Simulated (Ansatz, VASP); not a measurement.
InSb: VASP beside Ansatz

```
In Sb
1.0
     0.00000    3.42449    3.42449
     3.42449    0.00000    3.42449
     3.42449    3.42449    0.00000
In Sb
1 1
Direct
  0.00000 0.00000 0.00000
  0.25000 0.25000 0.25000
```

Alike in both runs: task single point; functional PBE; k mesh 14 × 14 × 14; occupations gaussian, width 0.1 eV; no spin polarisation.

|  | VASP | Ansatz |
| --- | --- | --- |
| version | VASP 6.6.1 | Ansatz 0.2.0 |
| potentials or method | VASP PAW PBE potentials, release 64 (In_d, Sb), cutoff 520 eV | scalar-relativistic, plane waves, PAW |
| valence electrons in the cell | 18 | 28 |

```tsv
	VASP	Ansatz	Ansatz less VASP
gap on the k mesh at the Fermi level (eV)	none	none	-
pressure (GPa)	-2.8	-2.8	+0.02
```

A gap of «none» marks a metal or a gap that the smearing closes. VASP's potentials hold 18 valence electrons a cell and Ansatz's 28, so a difference there can come from the potentials and not from the codes.

Neither program's run includes spin-orbit coupling.
